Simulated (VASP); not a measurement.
Sc2SiF2, 5 atoms in the cell. Symmetry: P4/mmm, No. 123, tetragonal system. Conventional cell: a = 5.461 Å, b = 5.461 Å, c = 4.012 Å, α = 90.00°, β = 90.00°, γ = 90.00°. Within 2.8 Å of Sc (site symmetry mmm) lie 2 F at 2.01 Å and 2 Si at 2.73 Å. Si (site symmetry 4/mmm) has 4 Sc at 2.73 Å and 8 F at 3.39 Å within 3.6 Å. Within 2.7 Å of F (site symmetry mmm) lie 2 Sc at 2.01 Å. The cell was built from a structure type or drawn by symmetry, and may not be a known phase.

| Item | Value |
| --- | --- |
| Program | VASP 6.6.1 |
| Task | single point |
| Functional | PBE |
| Potentials or basis | VASP PAW PBE potentials, release 64 (Sc_sv, Si, F) |
| Cutoff | 600 eV |
| k mesh | 8 × 8 × 10 |
| Occupations | gaussian, width 0.1 eV |
| Spin | no spin polarisation |
| Dipole correction | no |
| Further INCAR settings | ALGO = Normal; EDIFF = 1e-06; NBANDS = 28 |

Potentials or basis: VASP PAW PBE potentials, release 64 (Sc_sv, Si, F).

Command:

```sh
$ cat potpaw_PBE.64/Sc_sv/POTCAR potpaw_PBE.64/Si/POTCAR potpaw_PBE.64/F/POTCAR > POTCAR
$ mpirun -np 1 vasp_std > vasp.out
```

Hardware: 1 thread of AMD EPYC 9R45 96-Core Processor (Zen 5), with other jobs on the host.

How long does it take, and how much memory?

Run time: 3.7 min on 1 thread of AMD EPYC 9R45 96-Core Processor (Zen 5) (shared host), peak memory 0.46 GiB. Counts: scf iterations 16, k points 90.
